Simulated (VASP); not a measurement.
A run of VASP 6.6.1 is set up as follows.

The input INCAR:

```
SYSTEM = C
  PREC = Accurate
  ENCUT = 520
  EDIFF = 1E-7
  ISMEAR = 0
  SIGMA = 0.1
  LREAL = .FALSE.
  LASPH = .TRUE.
  NELM = 60
  ALGO = Normal
  ISIF = 2
  LWAVE = .FALSE.
  LCHARG = .FALSE.
  GGA = PE
  NBANDS = 21
```

KPOINTS

```
Automatic mesh
0
G
  6 6 8
  0 0 0
```

File POSCAR:

```
C
1.0
    3.8753117800      0.0000000000      0.0000000000
   -1.9376558900      3.3561184500      0.0000000000
    0.0000000000      0.0000000000      2.4590789300
C
6
Direct
    0.3127746600      0.0000000000      0.5000000000
    0.0000000000      0.3127746600      0.8333333300
    0.6872253400      0.6872253400      0.1666666700
    0.6872253400      0.0000000000      0.5000000000
    0.0000000000      0.6872253400      0.8333333300
    0.3127746600      0.3127746600      0.1666666700
```

Potentials or basis: VASP PAW PBE potentials, release 64 (C).

The run is started by

```bash
$ cat potpaw_PBE.64/C/POTCAR > POTCAR
$ mpirun -np 1 vasp_std > vasp.out
```

Question: What does it give for the band gap on the k mesh?

Answer: Zero (band 12 reaches 12.21 eV, above the bottom of band 13 at 8.39 eV).

Question: What does it give for the largest force?

Answer: 1.286 eV/Å.

Forces on the atoms (eV/Å):
```
C    1.286  0.000  0.000
C   -0.643  1.114  0.000
C   -0.643 -1.114  0.000
C   -1.286  0.000  0.000
C    0.643 -1.114  0.000
C    0.643  1.114  0.000
```

Caveat: forces of over 1 eV/Å act on the atoms, so gaps and moduli don't describe the material at rest.
